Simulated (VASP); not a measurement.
# BN (P1) in VASP: a series of runs, part 2 of 2

VASP 6.6.1. Earlier steps stand in the parts before.

## 3. Single point, PBE (the part above a cut slid along it)

INCAR

```
SYSTEM = BN
PREC     = Accurate       ! precision mode
ENCUT    = 600            ! plane-wave cutoff, eV
EDIFF    = 1E-6           ! SCF threshold, eV
ISMEAR   = 0              ! smearing method
SIGMA    = 0.05           ! smearing width, eV
LREAL    = .FALSE.        ! projectors in reciprocal space
LASPH    = .TRUE.         ! aspherical terms in the spheres
NELM     = 120            ! most SCF steps
ALGO     = Normal         ! electronic algorithm
ISIF     = 2              ! what is computed and relaxed
LWAVE    = .FALSE.        ! write WAVECAR
LCHARG   = .TRUE.         ! write CHGCAR
GGA      = PE             ! functional
LELF     = .TRUE.         ! ELF
LVHAR    = .TRUE.       
NBANDS   = 36             ! bands
GGA_COMPAT= .FALSE.
```

KPOINTS

```
regular mesh
0
G
  10 10 2
  0 0 0
```

POSCAR

```
BN
1.0
    1.8120810294     -1.8120810294      0.0000000000
    1.8120810294      0.0000000000     -1.8120810294
    7.8523511274      7.0469817810      6.8456394444
B N
6 6
Direct
    0.9560222222     -0.0879555556      0.3958000000
    0.3078740741      0.2824148148      0.2291333333
    0.6041703704      0.5416740741      0.5624666667
    0.9004666667      0.8009333333      0.8958000000
    0.2523185185      0.1713037037      0.7291333333
    0.6597259259      0.6527851852      0.0624666667
    0.6180592593      0.5694518519      0.4374666667
    0.9699111111      0.9398222222      0.2708000000
    0.2662074074      0.1990814815      0.6041333333
    0.5625037037      0.4583407407      0.9374666667
   -0.0856444444     -0.1712888889      0.7708000000
    0.3217629630      0.3101925926      0.1041333333
```

Potentials or basis: VASP PAW PBE potentials, release 64 (B, N).

The run is started by

```console
$ cat potpaw_PBE.64/B/POTCAR potpaw_PBE.64/N/POTCAR > POTCAR
$ mpirun -np 1 vasp_std > vasp.out
```

OUTCAR:

```text
SYSTEM = BN
   PREC = Accurate
   ENCUT = 600
   EDIFF = 1E-6
   ISMEAR = 0
   LREAL = .FALSE.
   LASPH = .TRUE.
   NELM = 120
   ISIF = 2
   GGA = PE

 ion  position               nearest neighbor table
   1  0.956  0.912  0.396-   7 1.57   8 1.57   7 1.57   7 1.57
   2  0.308  0.282  0.229-  12 1.57   8 1.57   8 1.57   8 1.57
   3  0.604  0.542  0.562-   9 1.57   9 1.57   9 1.57   7 1.57
   4  0.900  0.801  0.896-  11 1.57  10 1.57  10 1.57  10 1.57
   5  0.252  0.171  0.729-   9 1.57  11 1.57  11 1.57  11 1.57
   6  0.660  0.653  0.062-  12 1.57  12 1.57  12 1.57  10 1.74
   7  0.618  0.569  0.437-   1 1.57   3 1.57   1 1.57   1 1.57
   8  0.970  0.940  0.271-   1 1.57   2 1.57   2 1.57   2 1.57
   9  0.266  0.199  0.604-   3 1.57   3 1.57   3 1.57   5 1.57
  10  0.563  0.458  0.937-   4 1.57   4 1.57   4 1.57   6 1.74
  11  0.914  0.829  0.771-   4 1.57   5 1.57   5 1.57   5 1.57
  12  0.322  0.310  0.104-   6 1.57   6 1.57   6 1.57   2 1.57

  LATTYP: Found a triclinic cell.
 ALAT       =     4.4386738946
 B/A-ratio  =     0.5773502692
 C/A-ratio  =     2.9488087851
 COS(alpha) =     0.0108772787
 COS(beta)  =     0.1507199947
 COS(gamma) =     0.8660254038

  Lattice vectors:

 A1 = (   1.8120810294,  -3.6241620588,   1.8120810294)
 A2 = (   0.0000000000,  -1.8120810294,   1.8120810294)
 A3 = (  -4.2281890686,  -8.8590628104,  -8.6577204738)

Analysis of symmetry for initial positions (statically):
=====================================================================
 Subroutine PRICEL returns:
 Original cell was already a primitive cell.

 Routine SETGRP: Setting up the symmetry group for a
 triclinic supercell.

 Subroutine GETGRP returns: Found  1 space group operations
 (whereof  1 operations were pure point group operations)
 out of a pool of  2 trial point group operations.

The static configuration has the point symmetry C_1 .
[... 160 lines left out ...]
   AEXX    =    0.0000 exact exchange contribution
   IVDW    =     0    specifies the selected vdW correction
   LEPSILON=     F    determine dielectric tensor
   LRPA    =     F    only Hartree local field effects (RPA)
 non-spin polarized calculation
 Gauss-broadening in eV      SIGMA  =   0.05
  energy-cutoff  :      600.00
  volume of cell :       71.40
 maximum number of plane-waves:      2400
   NGX = 11   NGY = 11   NGZ = 51

 number of electron      48.0000003 magnetization

 Free energy of the ion-electron system (eV)
  ---------------------------------------------------
  ext. energy  EPLUGINS =         0.00000000
  ---------------------------------------------------
  free energy    TOTEN  =      -103.00057104 eV

  energy without entropy =     -103.00057104  energy(sigma->0) =     -103.00057104

 E-fermi :   8.1042     XC(G=0): -12.8029

 val. band max:        7.8917327985   @ k =   0.0000   0.0000   0.0000
 cond. band min:      10.9520356525   @ k =   0.0000   0.5000   0.0000
 fundamental gap:      3.0603028540
 Fermi energy:         8.1041994059

 k-point     1 :       0.0000    0.0000    0.0000
  band No.  band energies     occupation
      1     -12.8703      2.00000
      2     -12.2026      2.00000
      3     -12.0614      2.00000
      4     -10.3451      2.00000
      5     -10.2109      2.00000
      6      -8.5733      2.00000
[... 925 lines left out ...]
     35      19.8308      0.00000
     36      19.9590      0.00000

 [... further k-points ...]

------------------------ aborting loop because EDIFF is reached ----------------------------------------

  FORCE on cell =-STRESS in cart. coord.  units (eV):
  Direction    XX          YY          ZZ          XY          YZ          ZX
  --------------------------------------------------------------------------------------
  -------------------------------------------------------------------------------------
  Total       -7.8681730      4.6528756      4.4871327     -0.7368701      5.6160201      0.5725520
  in kB     -176.5510860    104.4041916    100.6851472    -16.5343606    126.0158420     12.8472867
  external PRESSURE =       9.5127509 kB  Pullay stress =       0.0000000 kB

 VOLUME and BASIS-vectors are now :
 -----------------------------------------------------------------------------
  energy-cutoff  :      600.00
  volume of cell :       71.40
      direct lattice vectors                 reciprocal lattice vectors
     1.812081029 -1.812081029  0.000000000     0.178840829 -0.373010873  0.178840829
     1.812081029  0.000000000 -1.812081029     0.173731091  0.173731091 -0.378120611
     7.852351127  7.046981781  6.845639444     0.045987642  0.045987642  0.045987642

 POSITION                                       TOTAL-FORCE (eV/Angst)
 -----------------------------------------------------------------------------------
      6.49305      1.05681      1.05681         0.050563      0.075596      0.078302
      2.86889      1.05681      1.05681        -0.075765      0.304193      0.270394
      6.49305      2.86889      2.86889         0.062814      0.067455      0.068454
     10.11721      4.68097      4.68097         0.123639     -0.320568     -0.076723
      6.49305      4.68097      4.68097         0.035621      0.072982      0.082381
      2.86889     -0.75528     -0.75528        -2.175335      0.984101      1.798853
      5.58701      1.96285      1.96285        -0.068635     -0.065309     -0.066066
      5.58701      0.15077      0.15077        -0.102891     -0.045091     -0.035895
      5.58701      3.77493      3.77493        -0.049052     -0.075284     -0.081837
      9.21117      5.58701      5.58701         2.255838     -1.785755     -2.474355
      9.21117      3.77493      3.77493         0.091560     -0.224139     -0.298363
      1.96285      0.15077      0.15077        -0.148357      1.011818      0.734855
 -----------------------------------------------------------------------------------
    total drift:                               -0.000510      0.000400     -0.000129

  FREE ENERGIE OF THE ION-ELECTRON SYSTEM (eV)
  ---------------------------------------------------
  free  energy   TOTEN  =      -103.0005710437 eV

  energy  without entropy=     -103.0005710437  energy(sigma->0) =     -103.00057104
```

OSZICAR:

```text
N       E                     dE             d eps       ncg     rms          rms(c)
DAV:   1     0.207241101572E+03    0.20724E+03   -0.27786E+04  7488   0.147E+03
DAV:   2    -0.964489953499E+02   -0.30369E+03   -0.28772E+03  9520   0.340E+02
DAV:   3    -0.108640410402E+03   -0.12191E+02   -0.12116E+02  9932   0.668E+01
DAV:   4    -0.108755707576E+03   -0.11530E+00   -0.11507E+00  9880   0.661E+00
DAV:   5    -0.108757527303E+03   -0.18197E-02   -0.18181E-02  9836   0.755E-01    0.163E+01
DAV:   6    -0.103447862035E+03    0.53097E+01   -0.14505E+01  9412   0.194E+01    0.760E+00
DAV:   7    -0.103086732881E+03    0.36113E+00   -0.86663E-01  9940   0.567E+00    0.468E+00
DAV:   8    -0.103007835174E+03    0.78898E-01   -0.26034E-01  9148   0.285E+00    0.600E-01
DAV:   9    -0.103000151821E+03    0.76834E-02   -0.20978E-02  9584   0.948E-01    0.233E-01
DAV:  10    -0.103000443954E+03   -0.29213E-03   -0.25516E-03  9912   0.289E-01    0.119E-01
DAV:  11    -0.103000554112E+03   -0.11016E-03   -0.56167E-04  9424   0.132E-01    0.242E-02
DAV:  12    -0.103000565520E+03   -0.11409E-04   -0.35701E-05  9968   0.420E-02    0.139E-02
DAV:  13    -0.103000570178E+03   -0.46575E-05   -0.90252E-06 10184   0.215E-02    0.432E-03
DAV:  14    -0.103000571044E+03   -0.86579E-06   -0.14819E-06  6604   0.809E-03
   1 F= -.10300057E+03 E0= -.10300057E+03  d E =-.202949E-11
```

Wall time 7 min (1 thread of Oxide Virtual Turin-like, shared host); peak memory 0.31 GiB.

Results:

| Property | Result |
| --- | --- |
| Free energy | -103.0006 eV |
| Pressure | 1.0 GPa |
| Largest force | 3.795 eV/Å |
| Band gap on the k mesh | 3.06 eV (least direct gap 4.27 eV) |

Forces in eV/Å, atoms in the order of the input:
```
B    0.051  0.076  0.078
B   -0.076  0.304  0.270
B    0.063  0.067  0.068
B    0.124 -0.321 -0.077
B    0.036  0.073  0.082
B   -2.175  0.984  1.799
N   -0.069 -0.065 -0.066
N   -0.103 -0.045 -0.036
N   -0.049 -0.075 -0.082
N    2.256 -1.786 -2.474
N    0.092 -0.224 -0.298
N   -0.148  1.012  0.735
```

Levels at points of the mesh, in eV from the valence-band top:
| k point | band 22 | band 23 | band 24 | band 25 | band 26 | band 27 |
| --- | --- | --- | --- | --- | --- | --- |
| (0.00, 0.00, 0.00) | -0.65 | -0.57 | 0.00 | 6.81 | 7.88 | 8.17 |
| (0.50, 0.00, 0.00) | -3.20 | -2.66 | -1.49 | 3.49 | 5.33 | 5.53 |
| (0.00, 0.50, 0.00) | -3.27 | -2.63 | -1.21 | 3.06 | 5.16 | 5.51 |
| (0.50, 0.50, 0.00) | -3.24 | -2.63 | -2.44 | 4.12 | 5.02 | 5.77 |
| (0.00, 0.00, 0.50) | -0.68 | -0.57 | -0.40 | 6.81 | 7.95 | 8.27 |
| (0.50, 0.00, 0.50) | -2.96 | -2.63 | -1.64 | 3.84 | 4.45 | 6.40 |
| (0.00, 0.50, 0.50) | -2.93 | -2.64 | -1.32 | 3.29 | 4.43 | 6.58 |
| (0.50, 0.50, 0.50) | -2.95 | -2.74 | -2.60 | 4.40 | 4.72 | 5.71 |

Caveat: the cell differs from its parent crystal (the part above a cut slid along it); the stress differs along the axes, from -18 to 10 GPa; forces of over 1 eV/Å act on the atoms, so gaps and moduli don't describe the material at rest.
